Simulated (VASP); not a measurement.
Write the native input for VASP 6.6.1 that does the following.

* Task: single point
* Functional: PBE
* Potentials or basis: VASP PAW PBE potentials, release 64 (Mo_sv)
* Cutoff: 520 eV
* k mesh: 21 × 21 × 18
* Occupations: gaussian, width 0.15 eV
* Spin: no spin polarisation
* Dipole correction: no
* Further INCAR settings: ALGO = Normal; EDIFF = 1e-06; NBANDS = 13

The structure of Mo lies in POSCAR:

```
Mo
1.0
    2.7355103972      0.0000000000      0.0000000000
   -1.3677551986      2.3690214963      0.0000000000
    0.0000000000      0.0000000000      2.5168529895
Mo
1
Direct
    0.0000000000      0.0000000000      0.5000000000
```

This cell differs from its parent crystal: strain +0.000 along x and y, -0.015 along z.

These files were run (other wordings do the same):

INCAR

```
  ALGO = Normal
  EDIFF = 1E-6
  ENCUT = 520
  GGA = PE
  ISIF = 2
  ISMEAR = 0
  LASPH = T
  LCHARG = T
  LELF = T
  LREAL = F
  LVHAR = T
  LWAVE = F
  NBANDS = 13
  NELM = 60
  PREC = Accurate
  SIGMA = 0.15
```

KPOINTS

```
k-points
0
Gamma
  21 21 18
```

Potentials or basis: VASP PAW PBE potentials, release 64 (Mo_sv).

Command:

```bash
$ cat potpaw_PBE.64/Mo_sv/POTCAR > POTCAR
$ mpirun -np 1 vasp_std > vasp.out
```

Results of the run:

```json
{"Pressure": "7.3 GPa", "Band gap on the k mesh": "zero (band 7 reaches 12.76 eV, above the bottom of band 8 at 10.84 eV)"}
```

Caveat: the cell differs from its parent crystal (strain +0.000 along x and y, -0.015 along z).

Wall time 34 s on 1 thread of Intel(R) Xeon(R) Platinum 8559C (Emerald Rapids), with other jobs on the host, peak memory 0.2 GiB.
